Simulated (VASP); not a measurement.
# MgO (I4mm) in VASP: notebook

The runs below take MgO through single point, with PBEsol.

Program: VASP 6.6.1. These are calculated values, not measurements. Logs are shortened: lines on timing, memory, paths and dates and some standing lists are left out, and cuts for length are marked.

### 1 The cell of the first run

Symmetry: I4mm, No. 107, tetragonal system. The conventional cell has a = 3.020 Å, b = 3.020 Å, c = 4.270 Å, α = 90.00°, β = 90.00°, γ = 90.00°. Mg (site symmetry 4mm) has 6 O at 2.07 to 2.20 Å within 2.7 Å. Within 2.7 Å of O (site symmetry 4mm) lie 6 Mg at 2.07 to 2.20 Å.

### 2 Single point, PBEsol (all O atoms moved +0.062 Å, as atom 2 along Cartesian [0 0 1])

Input file INCAR:

```
ALGO = Normal
EDIFF = 1E-7
ENCUT = 520
GGA = PS
ISIF = 2
ISMEAR = 0
LASPH = True
LCHARG = False
LREAL = False
LWAVE = False
NBANDS = 11
NELM = 80
PREC = Accurate
SIGMA = 0.05
```

Input file KPOINTS:

```
k-points
0
Gamma
  10 10 10
```

Input file POSCAR:

```
MgO
1.0
    0.0000000000      2.1351500000      2.1351500000
    2.1351500000      0.0000000000      2.1351500000
    2.1351500000      2.1351500000      0.0000000000
Mg O
1 1
Direct
    0.0000000000      0.0000000000      0.0000000000
    0.5146359741      0.5146359741      0.4853640259
```

Potentials or basis: VASP PAW PBE potentials, release 64 (Mg, O).

The run is started by

```
$ cat potpaw_PBE.64/Mg/POTCAR potpaw_PBE.64/O/POTCAR > POTCAR
$ mpirun -np 1 vasp_std > vasp.out
```

OUTCAR:

```text
EDIFF = 1E-7
   ENCUT = 520
   GGA = PS
   ISIF = 2
   ISMEAR = 0
   LASPH = True
   LREAL = False
   NELM = 80
   PREC = Accurate

 ion  position               nearest neighbor table
   1  0.000  0.000  0.000-   2 2.07   2 2.14   2 2.14   2 2.14   2 2.14   2 2.20
   2  0.515  0.515  0.485-   1 2.07   1 2.14   1 2.14   1 2.14   1 2.14   1 2.20

  LATTYP: Found a face centered cubic cell.
 ALAT       =     4.2703000000

  Lattice vectors:

 A1 = (   0.0000000000,   2.1351500000,   2.1351500000)
 A2 = (   2.1351500000,   0.0000000000,   2.1351500000)
 A3 = (   2.1351500000,   2.1351500000,   0.0000000000)

Analysis of symmetry for initial positions (statically):
=====================================================================
 Subroutine PRICEL returns:
 Original cell was already a primitive cell.

 Routine SETGRP: Setting up the symmetry group for a
 face centered cubic supercell.

 Subroutine GETGRP returns: Found  8 space group operations
 (whereof  8 operations were pure point group operations)
 out of a pool of 48 trial point group operations.

The static configuration has the point symmetry C_4v.

Analysis of symmetry for dynamics (positions and initial velocities):
=====================================================================
 Subroutine PRICEL returns:
 Original cell was already a primitive cell.

 Routine SETGRP: Setting up the symmetry group for a
 face centered cubic supercell.

 Subroutine GETGRP returns: Found  8 space group operations
 (whereof  8 operations were pure point group operations)
 out of a pool of 48 trial point group operations.

The dynamic configuration has the point symmetry C_4v.

 Subroutine INISYM returns: Found  8 space group operations
 (whereof  8 operations are pure point group operations),
 and found     1 'primitive' translations

----------------------------------------------------------------------------------------

                                     Primitive cell

  volume of cell :      19.4677

  direct lattice vectors                    reciprocal lattice vectors
     0.000000000  2.135150000  2.135150000    -0.234175585  0.234175585  0.234175585
     2.135150000  0.000000000  2.135150000     0.234175585 -0.234175585  0.234175585
     2.135150000  2.135150000  0.000000000     0.234175585  0.234175585 -0.234175585

  length of vectors
     3.019558088  3.019558088  3.019558088     0.405604011  0.405604011  0.405604011

  position of ions in fractional coordinates (direct lattice)
     0.000000000  0.000000000  0.000000000
     0.514635974  0.514635974  0.485364026

  ion indices of the primitive-cell ions
   primitive index   ion index
                 1           1
                 2           2

----------------------------------------------------------------------------------------

 KPOINTS: k-points

Automatic generation of k-mesh.
 Grid dimensions read from file:
 generate k-points for:   10   10   10

 Generating k-lattice:

  Cartesian coordinates                     Fractional coordinates (reciprocal lattice)
    -0.023417558  0.023417558  0.023417558     0.100000000  0.000000000  0.000000000
     0.023417558 -0.023417558  0.023417558     0.000000000  0.100000000  0.000000000
     0.023417558  0.023417558 -0.023417558     0.000000000  0.000000000  0.100000000

  Length of vectors
     0.040560401  0.040560401  0.040560401

  Shift w.r.t. Gamma in fractional coordinates (k-lattice)
     0.000000000  0.000000000  0.000000000

 Subroutine IBZKPT returns following result:
 ===========================================

 Found    102 irreducible k-points:

 Following reciprocal coordinates:
            Coordinates               Weight
  0.000000  0.000000  0.000000      1.000000
  0.100000  0.000000  0.000000      8.000000
  0.200000  0.000000  0.000000      8.000000
  0.300000  0.000000  0.000000      8.000000
  0.400000  0.000000  0.000000      8.000000
  0.500000  0.000000  0.000000      4.000000
[... 16 lines left out ...]
 -0.100000  0.100000  0.000000      4.000000
  0.000000 -0.100000  0.100000      8.000000
 [... further k-points ...]
   k-points           NKPTS =    102   k-points in BZ     NKDIM =    102   number of bands    NBANDS=     11
   number of dos      NEDOS =    301   number of ions     NIONS =      2
   total plane-waves  NPLWV =  13824
   dimension x,y,z NGX =    24 NGY =   24 NGZ =   24
   dimension x,y,z NGXF=    48 NGYF=   48 NGZF=   48
   ions per type =               1   1
   NGX,Y,Z   is equivalent  to a cutoff of  13.21, 13.21, 13.21 a.u.
   NGXF,Y,Z  is equivalent  to a cutoff of  26.43, 26.43, 26.43 a.u.
 SYSTEM =  unknown system
   PREC   = accura    normal or accurate (medium, high low for compatibility)
   ISTART =      0    job   : 0-new  1-cont  2-samecut
   ICHARG =      2    charge: 1-file 2-atom 10-const
   ISPIN  =      1    spin polarized calculation?
   LNONCOLLINEAR =      F non collinear calculations
   LSORBIT =      F    spin-orbit coupling
   LASPH  =      T    aspherical Exc in radial PAW
   ENCUT  =  520.0 eV  38.22 Ry    6.18 a.u.   5.61  5.61  5.61*2*pi/ulx,y,z
   NELM   =     80;   NELMIN=  2; NELMDL= -5     # of ELM steps
   EDIFF  = 0.1E-06   stopping-criterion for ELM
   LREAL  =      F    real-space projection
   EDIFFG = 0.1E-05   stopping-criterion for IOM
   NSW    =      0    number of steps for IOM
   IBRION =     -1    ionic relax: 0-MD 1-quasi-New 2-CG
   NFREE  =      0    steps in history (QN), initial steepest desc. (CG)
   ISIF   =      2    stress and relaxation
   ISYM   =      2    0-nonsym 1-usesym 2-fastsym
   POTIM  = 0.5000    time-step for ionic-motion
   TEBEG  =    0.0;   TEEND  =   0.0 temperature during run
   PSTRESS=    0.0 pullay stress
   NELECT =       8.0000    total number of electrons
   NUPDOWN=      -1.0000    fix difference up-down
   EMIN   =  10.00;   EMAX   =-10.00  energy-range for DOS
   EFERMI =   0.00;   METHOD = LEGACY
   ISMEAR =     0;   SIGMA  =   0.05  broadening in eV -4-tet -1-fermi 0-gaus
   EFERMI_NEDOS =   21; number of points for ismear=-14 and -15
   IALGO  =     38    algorithm
   IMIX   =      4    mixing-type and parameters
     AMIX     =   0.40;   BMIX     =  1.00
     AMIX_MAG =   1.60;   BMIX_MAG =  1.00
  volume/ion in A,a.u.               =       9.73        65.69
  Fermi-wavevector in a.u.,A,eV,Ry     =   1.217119  2.300022 20.155386  1.481379
  Thomas-Fermi vector in A             =   2.352450
   LORBIT       =      0    0 simple, 1 ext, 2 COOP (PROOUT), +10 PAW based schemes
   GGA     = PS    functional components
   LHFCALC =     F    Hartree Fock is set to
   AEXX    =    0.0000 exact exchange contribution
   IVDW    =     0    specifies the selected vdW correction
   LEPSILON=     F    determine dielectric tensor
   LRPA    =     F    only Hartree local field effects (RPA)
 non-spin polarized calculation
 Gauss-broadening in eV      SIGMA  =   0.05
  energy-cutoff  :      520.00
  volume of cell :       19.47
 maximum number of plane-waves:       544
   NGX = 11   NGY = 11   NGZ = 11

 number of electron       8.0000000 magnetization

 Free energy of the ion-electron system (eV)
  ---------------------------------------------------
  ext. energy  EPLUGINS =         0.00000000
  ---------------------------------------------------
  free energy    TOTEN  =       -12.48810614 eV

  energy without entropy =      -12.48810614  energy(sigma->0) =      -12.48810614

 E-fermi :   3.0250     XC(G=0): -11.1113

 val. band max:        2.7617142664   @ k =   0.0000   0.0000   0.0000
 cond. band min:       7.0081667750   @ k =   0.0000   0.0000   0.0000
 fundamental gap:      4.2464525087
 Fermi energy:         3.0250053657

 k-point     1 :       0.0000    0.0000    0.0000
  band No.  band energies     occupation
      1     -14.2343      2.00000
      2       2.7562      2.00000
      3       2.7617      2.00000
      4       2.7617      2.00000
      5       7.0082      0.00000
      6      18.1744      0.00000
      7      18.1822      0.00000
      8      18.1822      0.00000
      9      21.8956      0.00000
     10      23.7423      0.00000
     11      23.7506      0.00000

 k-point     2 :       0.1000    0.0000    0.0000
  band No.  band energies     occupation
      1     -14.1342      2.00000
      2       2.1030      2.00000
      3       2.6959      2.00000
      4       2.6982      2.00000
      5       7.6474      0.00000
      6      16.9215      0.00000
      7      18.4035      0.00000
      8      18.4065      0.00000
      9      22.9554      0.00000
     10      22.9641      0.00000
     11      23.5085      0.00000

 k-point     3 :       0.2000    0.0000    0.0000
  band No.  band energies     occupation
      1     -13.8592      2.00000
      2       0.8077      2.00000
      3       2.5349      2.00000
      4       2.5372      2.00000
      5       8.8443      0.00000
      6      15.3986      0.00000
      7      18.8344      0.00000
      8      18.8394      0.00000
      9      22.2544      0.00000
     10      22.2719      0.00000
     11      24.2430      0.00000

 k-point     4 :       0.3000    0.0000    0.0000
  band No.  band energies     occupation
      1     -13.4890      2.00000
      2      -0.4688      2.00000
      3       2.3454      2.00000
      4       2.3477      2.00000
      5       9.7967      0.00000
      6      14.6564      0.00000
      7      18.8882      0.00000
      8      18.8887      0.00000
      9      22.7023      0.00000
     10      22.7120      0.00000
     11      23.6416      0.00000

 k-point     5 :       0.4000    0.0000    0.0000
  band No.  band energies     occupation
      1     -13.1591      2.00000
      2      -1.3946      2.00000
      3       2.1990      2.00000
      4       2.2013      2.00000
      5      10.1898      0.00000
      6      14.6623      0.00000
      7      18.6421      0.00000
      8      18.6525      0.00000
      9      23.0944      0.00000
     10      23.9123      0.00000
     11      23.9344      0.00000
[... 211 lines left out ...]
 k-point    21 :      -0.2000    0.1000    0.0000
  band No.  band energies     occupation
      1     -13.6710      2.00000
      2       0.2874      2.00000
      3       2.1234      2.00000
      4       2.5007      2.00000
      5       9.5928      0.00000
      6      14.8050      0.00000
      7      18.3375      0.00000
      8      19.3924      0.00000
      9      20.9992      0.00000
     10      23.1191      0.00000
     11      25.2967      0.00000

 k-point    22 :       0.0000   -0.2000    0.1000
  band No.  band energies     occupation
      1     -13.6710      2.00000
      2       0.2890      2.00000
      3       2.1234      2.00000
      4       2.4987      2.00000
      5       9.5888      0.00000
      6      14.8120      0.00000
      7      18.3213      0.00000
      8      19.4113      0.00000
      9      21.0202      0.00000
     10      23.1153      0.00000
     11      25.2571      0.00000

 k-point    23 :      -0.1000    0.1000    0.0000
  band No.  band energies     occupation
      1     -13.9764      2.00000
      2       1.3928      2.00000
      3       2.4389      2.00000
      4       2.6534      2.00000
      5       8.4488      0.00000
      6      15.8542      0.00000
      7      18.5055      0.00000
      8      18.8285      0.00000
      9      21.5879      0.00000
     10      23.0560      0.00000
     11      24.9447      0.00000

 k-point    24 :       0.0000   -0.1000    0.1000
  band No.  band energies     occupation
      1     -13.9763      2.00000
      2       1.3938      2.00000
      3       2.4402      2.00000
      4       2.6515      2.00000
      5       8.4458      0.00000
      6      15.8581      0.00000
      7      18.5005      0.00000
      8      18.8322      0.00000
      9      21.6102      0.00000
     10      23.0543      0.00000
     11      24.9140      0.00000

 [... further k-points ...]

------------------------ aborting loop because EDIFF is reached ----------------------------------------

  FORCE on cell =-STRESS in cart. coord.  units (eV):
  Direction    XX          YY          ZZ          XY          YZ          ZX
  --------------------------------------------------------------------------------------
  -------------------------------------------------------------------------------------
  Total       -0.7755924     -0.7755924     -0.6313429      0.0000000     -0.0000000      0.0000000
  in kB      -63.8306085    -63.8306085    -51.9589899      0.0000000     -0.0000000      0.0000000
  external PRESSURE =     -59.8734023 kB  Pullay stress =       0.0000000 kB

 VOLUME and BASIS-vectors are now :
 -----------------------------------------------------------------------------
  energy-cutoff  :      520.00
  volume of cell :       19.47
      direct lattice vectors                 reciprocal lattice vectors
     0.000000000  2.135150000  2.135150000    -0.234175585  0.234175585  0.234175585
     2.135150000  0.000000000  2.135150000     0.234175585 -0.234175585  0.234175585
     2.135150000  2.135150000  0.000000000     0.234175585  0.234175585 -0.234175585

 POSITION                                       TOTAL-FORCE (eV/Angst)
 -----------------------------------------------------------------------------------
      0.00000      0.00000      0.00000         0.000000      0.000000      0.283771
      2.13515      2.13515      2.19765         0.000000      0.000000     -0.283771
 -----------------------------------------------------------------------------------
    total drift:                                0.000000      0.000000     -0.000282

  FREE ENERGIE OF THE ION-ELECTRON SYSTEM (eV)
  ---------------------------------------------------
  free  energy   TOTEN  =       -12.4881061412 eV

  energy  without entropy=      -12.4881061412  energy(sigma->0) =      -12.48810614
```

Wall time 11 s (1 thread of Intel Xeon 6975P-C, shared host); peak memory 0.15 GiB.

Results:

```
Free energy            : -12.4881 eV
Pressure               : -6.0 GPa
Largest force          : 0.284 eV/Å
Band gap on the k mesh : 4.25 eV, direct
```

Forces on the atoms (eV/Å):
```
Mg   0.000  0.000  0.284
O    0.000  0.000 -0.284
```

Levels at points of the mesh, in eV from the valence-band top:
| k point | band 1 | band 2 | band 3 | band 4 | band 5 | band 6 | band 7 | band 8 |
| --- | --- | --- | --- | --- | --- | --- | --- | --- |
| (0.00, 0.00, 0.00) | -17.00 | -0.01 | 0.00 | 0.00 | 4.25 | 15.41 | 15.42 | 15.42 |
| (0.50, 0.00, 0.00) | -15.79 | -4.50 | -0.62 | -0.61 | 7.49 | 12.03 | 15.76 | 15.78 |
| (0.50, 0.50, 0.00) | -15.54 | -3.97 | -1.31 | -1.31 | 8.88 | 9.42 | 12.55 | 18.23 |
| (0.00, 0.50, 0.50) | -15.54 | -3.97 | -1.31 | -1.31 | 8.89 | 9.42 | 12.55 | 18.22 |

Caveat: the cell differs from its parent crystal (all O atoms moved +0.062 Å, as atom 2 along Cartesian [0 0 1]); the PAW data sets were made with another functional, which shifts forces and pressure a little.

(Part 1 of 2 ends here.)
